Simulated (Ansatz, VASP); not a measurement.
## CdSe in VASP and in Ansatz

Contents of INCAR:

```
PREC = Accurate
ENCUT = 520
EDIFF = 1E-6
ISMEAR = -1
SIGMA = 0.02
LREAL = False
LASPH = True
NELM = 100
ALGO = Normal
ISIF = 2
LWAVE = False
LCHARG = False
GGA = PE
NBANDS = 16
```

Contents of KPOINTS:

```
regular mesh
0
Gamma
  8 8 8
```

File POSCAR:

```
CdSe
1.0
    0.0000000000      3.0677809647      3.2095124453
    3.0677809647      0.0000000000      3.2095124453
    3.0677809647      3.0677809647      0.0000000000
Cd Se
1 1
Direct
    0.0000000000      0.0000000000      0.0000000000
    0.2500000000      0.2500000000      0.2500000000
```

Input for Ansatz:

```yaml
crystal:
  lattice:
    - [0.0, 3.0677809647, 3.2095124453]
    - [3.0677809647, 0.0, 3.2095124453]
    - [3.0677809647, 3.0677809647, 0.0]
  atoms:
    - { symbol: Cd, position: [0.0, 0.0, 0.0] }
    - { symbol: Se, position: [0.25, 0.25, 0.25] }
kpoints:
  mp_grid: { grid: [8, 8, 8] }
  band_path:
    path:
      - [0.0, 0.0, 0.0]
      - [-0.5, -0.5, 0.0]
      - [-0.375, -0.375, 0.25]
      - [-0.375, 0.0, 0.375]
      - [0.0, 0.0, 0.5]
      - [-0.5, -0.25, 0.25]
    npoints: 1
hamiltonian:
  xc: pbe
scf:
  occupations: { method: fermi_dirac, width: 0.02 }
  n_extra_bands: 4
output:
  forces: true
  stress: true
  eigenvalues: true
```

Change from the starting cell: uniaxial_z strain +4.6%.

Alike in both runs: task single point; functional PBE; k mesh 8 × 8 × 8; occupations fermi-dirac, width 0.02 eV; no spin polarisation.

```csv
,VASP,Ansatz
version,VASP 6.6.1,Ansatz 0.2.0
potentials or method,"VASP PAW PBE potentials, release 64 (Cd, Se)","plane waves, PAW"
plane-wave cutoff (eV),520,420
valence electrons in the cell,18,36
```

|  | VASP | Ansatz | Ansatz less VASP |
| --- | --- | --- | --- |
| pressure (GPa) | -0.5 | -0.7 | -0.23 |
| traceless stress, the component that is largest in VASP (GPa) | -0.59 | -0.60 | -0.008 |

VASP's potentials hold 18 valence electrons a cell and Ansatz's 36, so a difference there can come from the potentials and not from the codes.
